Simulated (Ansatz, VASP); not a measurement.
Given: the input of a run of VASP 6.6.1 on TaO.

INCAR

```
SYSTEM = TaO
ALGO = Normal
EDIFF = 1E-6
ENCUT = 600
GGA = PE
GGA_COMPAT = .FALSE.
ISIF = 2
ISMEAR = -1
LASPH = .TRUE.
LCHARG = .TRUE.
LELF = .TRUE.
LREAL = .FALSE.
LVHAR = .TRUE.
LWAVE = .FALSE.
NBANDS = 16
NELM = 120
PREC = Accurate
SIGMA = 0.05
```

KPOINTS

```
k-points
0
G
  6 6 4
  0 0 0
```

Contents of POSCAR:

```
TaO
1.0
    3.0661100000      0.0000000000      0.0000000000
   -1.5330600000      2.6553300000      0.0000000000
    0.0000000000      0.0000000000      3.8550200000
Ta O
1 1
Direct
    0.0000000000      0.0000000000      0.5000000000
    0.0000000000      0.0000000000      0.0000000000
```

Potentials or basis: VASP PAW PBE potentials, release 64 (Ta_pv, O).

Run with:

```console
$ cat potpaw_PBE.64/Ta_pv/POTCAR potpaw_PBE.64/O/POTCAR > POTCAR
$ mpirun -np 1 vasp_std > vasp.out
```

Problem. Translate it to Ansatz 0.2.0. Potentials there: Ansatz PAW.

Solution. As run (the cutoff follows the program's own potentials):

File input.yaml:

```yaml
crystal:
  lattice:
    - [3.06611, 0.0, 0.0]
    - [-1.53306, 2.65533, 0.0]
    - [0.0, 0.0, 3.85502]
  atoms:
    - { symbol: Ta, position: [0.0, 0.0, 0.5] }
    - { symbol: O, position: [0.0, 0.0, 0.0] }
hamiltonian:
  xc: pbe
  pseudopotentials: { kind: paw }
kpoints:
  mp_grid: { grid: [6, 6, 4] }
scf:
  occupations: { method: fermi_dirac, width: 0.05 }
output:
  forces: true
  stress: true
  eigenvalues: true
```

Potentials or basis: Ansatz PAW.

Launch:

```bash
$ ansatz run input.yaml --threads 2 --pin off --max-ram 5632MiB --backend cpu --events-out ev --progress --plain --runs-dir out
```

Both were run:

|  | VASP | Ansatz | Ansatz less VASP |
| --- | --- | --- | --- |
| gap on the k mesh at the Fermi level (eV) | none | none | - |
| pressure (GPa) | -1.3 | -1.6 | -0.30 |
| traceless stress, the component that is largest in VASP (GPa) | 2.92 | 1.92 | -0.999 |

A gap of «none» marks a metal or a gap that the smearing closes. VASP's potentials hold 17 valence electrons a cell and Ansatz's 19, so a difference there can come from the potentials and not from the codes.

The k mesh is coarse, so the values compare programs but aren't converged. Neither program's run includes spin-orbit coupling.
